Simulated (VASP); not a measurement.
Input of a VASP 6.6.1 run:

Contents of INCAR:

```
SYSTEM = ZnCd2S
PREC = Accurate ; ENCUT = 600
EDIFF = 1E-6 ; ISMEAR = 0
SIGMA = 0.1 ; LREAL = .FALSE.
LASPH = .TRUE. ; NELM = 80
ALGO = Normal ; ISIF = 3
LWAVE = .FALSE. ; LCHARG = .FALSE.
GGA = PE ; IBRION = 2
NSW = 90 ; EDIFFG = -0.04
```

The input KPOINTS:

```
regular mesh
0
G
  6 6 2
  0 0 0
```

Contents of POSCAR:

```
ZnCd2S
1.0
    3.7320340600      0.0000000000      0.0000000000
   -1.8660170300      3.2320363000      0.0000000000
    0.0000000000      0.0000000000     12.9429164300
Zn Cd S
2 4 2
Direct
    0.0000000000      0.0000000000      0.0000000000
    0.0000000000      0.0000000000      0.5000000000
    0.3333333300      0.6666666700      0.1002160000
    0.6666666700      0.3333333300      0.6002160000
    0.6666666700      0.3333333300      0.8997840000
    0.3333333300      0.6666666700      0.3997840000
    0.3333333300      0.6666666700      0.7500000000
    0.6666666700      0.3333333300      0.2500000000
```

Potentials or basis: VASP PAW PBE potentials, release 64 (Zn, Cd, S).

Command:

```bash
$ cat potpaw_PBE.64/Zn/POTCAR potpaw_PBE.64/Cd/POTCAR potpaw_PBE.64/S/POTCAR > POTCAR
$ mpirun -np 1 vasp_std > vasp.out
```

Problem. Estimate the band gap on the k mesh.

Solution. Zero (band 42 reaches 2.52 eV, above the bottom of band 43 at 1.81 eV).

Problem. Predict the relaxed cell.

Solution. a = 3.739 Å, b = 3.739 Å, c = 14.506 Å, α = 90.00°, β = 90.00°, γ = 120.00°.

Problem. Predict the relaxed volume.

Solution. 21.95 Å³/atom.

Problem. Estimate the space group after relaxing (to 0.05 Å).

Solution. P6_3/mmc (No. 194).

Final structure:
```
Zn Cd S
1.0
     3.73883    0.00000    0.00000
    -1.86942    3.23792    0.00000
     0.00000    0.00000   14.50551
Zn Cd S
2 4 2
Direct
  0.00000 0.00000 0.00000
  0.00000 0.00000 0.50000
  0.33333 0.66667 0.13329
  0.66667 0.33333 0.63329
  0.66667 0.33333 0.86671
  0.33333 0.66667 0.36671
  0.33333 0.66667 0.75000
  0.66667 0.33333 0.25000
```
